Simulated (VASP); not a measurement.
# InP (F-43m) in VASP: further runs, part 2 of 2

VASP 6.6.1. The steps go on from the part before.

**4. Single point, r2SCAN**

This run uses another cell than the first one, of 25.77 Å³/atom, 1.064 times its volume.

The input, POSCAR:

```
InP
1.0
    0.0000000000      2.9537876420      2.9537876420
    2.9537876420      0.0000000000      2.9537876420
    2.9537876420      2.9537876420      0.0000000000
In P
1 1
Direct
    0.0000000000      0.0000000000      0.0000000000
    0.2500000000      0.2500000000      0.2500000000
```

The input, INCAR.step1:

```
SYSTEM = InP
PREC = Accurate ; ENCUT = 520
ISMEAR = 0 ; SIGMA = 0.01
LREAL = .False. ; LASPH = .True.
NELM = 100 ; NBANDS = 16
GGA = PE ; ALGO = Normal
EDIFF = 1E-4 ; LWAVE = .True.
LCHARG = .False.
```

The input, INCAR.step2:

```
SYSTEM = InP
PREC = Accurate ; ENCUT = 520
EDIFF = 1E-7 ; ISMEAR = 0
SIGMA = 0.01 ; LREAL = .False.
LASPH = .True. ; NELM = 100
ALGO = Normal ; ISIF = 2
LWAVE = .False. ; LCHARG = .True.
METAGGA = R2SCAN ; LMIXTAU = .True.
LELF = .True. ; LVHAR = .True.
NBANDS = 16 ; ISTART = 1
```

The input, KPOINTS:

```
Automatic mesh
0
Gamma
  6 6 6
  0 0 0
```

Potentials or basis: VASP PAW PBE potentials, release 64 (In_d, P).

On the command line:

```
cat potpaw_PBE.64/In_d/POTCAR potpaw_PBE.64/P/POTCAR > POTCAR
cp INCAR.step1 INCAR
mpirun -np 1 vasp_std > vasp.out
cp INCAR.step2 INCAR
mpirun -np 1 vasp_std > vasp.out
```

OUTCAR:

```text
SYSTEM = InP
   PREC = Accurate
   ENCUT = 520
   EDIFF = 1E-7
   ISMEAR = 0
   LREAL = .False.
   LASPH = .True.
   NELM = 100
   ISIF = 2
   METAGGA = R2SCAN
   ISTART = 1

 ion  position               nearest neighbor table
   1  0.000  0.000  0.000-   2 2.56   2 2.56   2 2.56   2 2.56
   2  0.250  0.250  0.250-   1 2.56   1 2.56   1 2.56   1 2.56

  LATTYP: Found a face centered cubic cell.
 ALAT       =     5.9075752840

  Lattice vectors:

 A1 = (   0.0000000000,   2.9537876420,   2.9537876420)
 A2 = (   2.9537876420,   0.0000000000,   2.9537876420)
 A3 = (   2.9537876420,   2.9537876420,   0.0000000000)

Analysis of symmetry for initial positions (statically):
=====================================================================
 Subroutine PRICEL returns:
 Original cell was already a primitive cell.

 Routine SETGRP: Setting up the symmetry group for a
 face centered cubic supercell.

 Subroutine GETGRP returns: Found 24 space group operations
 (whereof 24 operations were pure point group operations)
 out of a pool of 48 trial point group operations.

The static configuration has the point symmetry T_d .

Analysis of symmetry for dynamics (positions and initial velocities):
=====================================================================
 Subroutine PRICEL returns:
 Original cell was already a primitive cell.

 Routine SETGRP: Setting up the symmetry group for a
 face centered cubic supercell.

 Subroutine GETGRP returns: Found 24 space group operations
 (whereof 24 operations were pure point group operations)
 out of a pool of 48 trial point group operations.

The dynamic configuration has the point symmetry T_d .

 Subroutine INISYM returns: Found 24 space group operations
 (whereof 24 operations are pure point group operations),
 and found     1 'primitive' translations

----------------------------------------------------------------------------------------

                                     Primitive cell

  volume of cell :      51.5428

  direct lattice vectors                    reciprocal lattice vectors
     0.000000000  2.953787642  2.953787642    -0.169274186  0.169274186  0.169274186
     2.953787642  0.000000000  2.953787642     0.169274186 -0.169274186  0.169274186
     2.953787642  2.953787642  0.000000000     0.169274186  0.169274186 -0.169274186

  length of vectors
     4.177286544  4.177286544  4.177286544     0.293191491  0.293191491  0.293191491

  position of ions in fractional coordinates (direct lattice)
     0.000000000  0.000000000  0.000000000
     0.250000000  0.250000000  0.250000000

  ion indices of the primitive-cell ions
   primitive index   ion index
                 1           1
                 2           2

----------------------------------------------------------------------------------------

 KPOINTS: Automatic mesh

Automatic generation of k-mesh.
 Grid dimensions read from file:
 generate k-points for:    6    6    6

 Generating k-lattice:

  Cartesian coordinates                     Fractional coordinates (reciprocal lattice)
    -0.028212364  0.028212364  0.028212364     0.166666667  0.000000000  0.000000000
     0.028212364 -0.028212364  0.028212364     0.000000000  0.166666667  0.000000000
     0.028212364  0.028212364 -0.028212364     0.000000000  0.000000000  0.166666667

  Length of vectors
     0.048865249  0.048865249  0.048865249

  Shift w.r.t. Gamma in fractional coordinates (k-lattice)
     0.000000000  0.000000000  0.000000000

 Subroutine IBZKPT returns following result:
 ===========================================

 Found     16 irreducible k-points:

 Following reciprocal coordinates:
            Coordinates               Weight
  0.000000  0.000000  0.000000      1.000000
  0.166667  0.000000  0.000000      8.000000
  0.333333  0.000000  0.000000      8.000000
  0.500000  0.000000  0.000000      4.000000
  0.166667  0.166667  0.000000      6.000000
  0.333333  0.166667  0.000000     24.000000
[... 8 lines left out ...]
 -0.333333  0.333333  0.166667     24.000000
 -0.333333  0.500000  0.166667     12.000000
   k-points           NKPTS =     16   k-points in BZ     NKDIM =     16   number of bands    NBANDS=     16
   number of dos      NEDOS =    301   number of ions     NIONS =      2
   total plane-waves  NPLWV =  32768
   dimension x,y,z NGX =    32 NGY =   32 NGZ =   32
   dimension x,y,z NGXF=    64 NGYF=   64 NGZF=   64
   ions per type =               1   1
   NGX,Y,Z   is equivalent  to a cutoff of  12.74, 12.74, 12.74 a.u.
   NGXF,Y,Z  is equivalent  to a cutoff of  25.47, 25.47, 25.47 a.u.
 SYSTEM =  InP
   PREC   = accura    normal or accurate (medium, high low for compatibility)
   ISTART =      1    job   : 0-new  1-cont  2-samecut
   ICHARG =      0    charge: 1-file 2-atom 10-const
   ISPIN  =      1    spin polarized calculation?
   LNONCOLLINEAR =      F non collinear calculations
   LSORBIT =      F    spin-orbit coupling
   LASPH  =      T    aspherical Exc in radial PAW
   ENCUT  =  520.0 eV  38.22 Ry    6.18 a.u.   7.77  7.77  7.77*2*pi/ulx,y,z
   NELM   =    100;   NELMIN=  2; NELMDL=  0     # of ELM steps
   EDIFF  = 0.1E-06   stopping-criterion for ELM
   LREAL  =      F    real-space projection
   EDIFFG = 0.1E-05   stopping-criterion for IOM
   NSW    =      0    number of steps for IOM
   IBRION =     -1    ionic relax: 0-MD 1-quasi-New 2-CG
   NFREE  =      0    steps in history (QN), initial steepest desc. (CG)
   ISIF   =      2    stress and relaxation
   ISYM   =      2    0-nonsym 1-usesym 2-fastsym
   POTIM  = 0.5000    time-step for ionic-motion
   TEBEG  =    0.0;   TEEND  =   0.0 temperature during run
   PSTRESS=    0.0 pullay stress
   NELECT =      18.0000    total number of electrons
   NUPDOWN=      -1.0000    fix difference up-down
   EMIN   =  10.00;   EMAX   =-10.00  energy-range for DOS
   EFERMI =   0.00;   METHOD = LEGACY
   ISMEAR =     0;   SIGMA  =   0.01  broadening in eV -4-tet -1-fermi 0-gaus
   EFERMI_NEDOS =   21; number of points for ismear=-14 and -15
   IALGO  =     38    algorithm
   IMIX   =      4    mixing-type and parameters
     AMIX     =   0.40;   BMIX     =  1.00
     AMIX_MAG =   1.60;   BMIX_MAG =  1.00
  volume/ion in A,a.u.               =      25.77       173.91
  Fermi-wavevector in a.u.,A,eV,Ry     =   1.152860  2.178589 18.083301  1.329085
  Thomas-Fermi vector in A             =   2.289508
   LORBIT       =      0    0 simple, 1 ext, 2 COOP (PROOUT), +10 PAW based schemes
   METAGGA = R2SCAN    functional components
   LHFCALC =     F    Hartree Fock is set to
   AEXX    =    0.0000 exact exchange contribution
   IVDW    =     0    specifies the selected vdW correction
   LEPSILON=     F    determine dielectric tensor
   LRPA    =     F    only Hartree local field effects (RPA)
 non-spin polarized calculation
 Gauss-broadening in eV      SIGMA  =   0.01
  energy-cutoff  :      520.00
  volume of cell :       51.54
 maximum number of plane-waves:      1411
   NGX = 15   NGY = 15   NGZ = 15

 number of electron      18.0000009 magnetization

 Free energy of the ion-electron system (eV)
  ---------------------------------------------------
  ext. energy  EPLUGINS =         0.00000000
  ---------------------------------------------------
  free energy    TOTEN  =       -32.28840353 eV

  energy without entropy =      -32.28840353  energy(sigma->0) =      -32.28840353

 E-fermi :   4.8283     XC(G=0):  -9.7689

 val. band max:        4.7588690044   @ k =   0.0000   0.0000   0.0000
 cond. band min:       5.7874708828   @ k =   0.0000   0.0000   0.0000
 fundamental gap:      1.0286018784
 Fermi energy:         4.8282573969

 k-point     1 :       0.0000    0.0000    0.0000
  band No.  band energies     occupation
      1      -9.8587      2.00000
      2      -9.8587      2.00000
      3      -9.8587      2.00000
      4      -9.6923      2.00000
      5      -9.6923      2.00000
      6      -7.0764      2.00000
[... 8 lines left out ...]
     15      14.6402      0.00000
     16      14.6402      0.00000
[... 267 lines left out ...]
 k-point    16 :      -0.3333    0.5000    0.1667
  band No.  band energies     occupation
      1     -10.0258      2.00000
      2      -9.7851      2.00000
      3      -9.7597      2.00000
      4      -9.7213      2.00000
      5      -9.6704      2.00000
      6      -4.6438      2.00000
[... 8 lines left out ...]
     15      16.5476      0.00000
     16      17.3011      0.00000

------------------------ aborting loop because EDIFF is reached ----------------------------------------

  FORCE on cell =-STRESS in cart. coord.  units (eV):
  Direction    XX          YY          ZZ          XY          YZ          ZX
  --------------------------------------------------------------------------------------
  -------------------------------------------------------------------------------------
  Total       -0.0431435     -0.0431435     -0.0431435      0.0000000     -0.0000000     -0.0000000
  in kB       -1.3410912     -1.3410912     -1.3410912      0.0000000     -0.0000000     -0.0000000
  external PRESSURE =      -1.3410912 kB  Pullay stress =       0.0000000 kB

 VOLUME and BASIS-vectors are now :
 -----------------------------------------------------------------------------
  energy-cutoff  :      520.00
  volume of cell :       51.54
      direct lattice vectors                 reciprocal lattice vectors
     0.000000000  2.953787642  2.953787642    -0.169274186  0.169274186  0.169274186
     2.953787642  0.000000000  2.953787642     0.169274186 -0.169274186  0.169274186
     2.953787642  2.953787642  0.000000000     0.169274186  0.169274186 -0.169274186

 POSITION                                       TOTAL-FORCE (eV/Angst)
 -----------------------------------------------------------------------------------
      0.00000      0.00000      0.00000         0.000000      0.000000      0.000000
      1.47689      1.47689      1.47689        -0.000000     -0.000000     -0.000000
 -----------------------------------------------------------------------------------
    total drift:                               -0.000002     -0.000002     -0.000002

  FREE ENERGIE OF THE ION-ELECTRON SYSTEM (eV)
  ---------------------------------------------------
  free  energy   TOTEN  =       -32.2884035320 eV

  energy  without entropy=      -32.2884035320  energy(sigma->0) =      -32.28840353
```

Run time: 39 s. Hardware: 1 thread of AMD EPYC 9R45 (Zen 5), shared host; peak memory 0.15 GiB.

Results:

* Free energy: -32.2884 eV
* Pressure: -0.1 GPa
* Band gap on the k mesh: 1.03 eV, direct

Caveat: the PAW data sets were made with another functional, which shifts forces and pressure a little; spin-orbit coupling is left out, which moves the levels of the heavy elements. r2SCAN opens gaps a little over a GGA but as a rule still falls short of measured ones.

**5. Overview**

| cell | gap on the mesh (eV) | pressure (GPa) |
| --- | --- | --- |
| a = 4.092 Å, angles 60.0°, 2 atoms | 1.39 | 4.7 |
| a = 4.135 Å, angles 60.0°, 2 atoms | 1.21 | 2.1 |
| a = 4.177 Å, angles 60.0°, 2 atoms | 1.03 | -0.1 |

Alike in all rows: task single point; level r2SCAN; potentials or basis VASP PAW PBE potentials, release 64 (In_d, P); no spin polarisation; k mesh 6 × 6 × 6; cutoff (eV) 520; smearing gaussian 0.01 eV.

Caveats: the PAW data sets were made with another functional, which shifts forces and pressure a little; spin-orbit coupling is left out, which moves the levels of the heavy elements.

Total energies depend on the potentials used, so only differences within one code and one set of settings carry meaning.
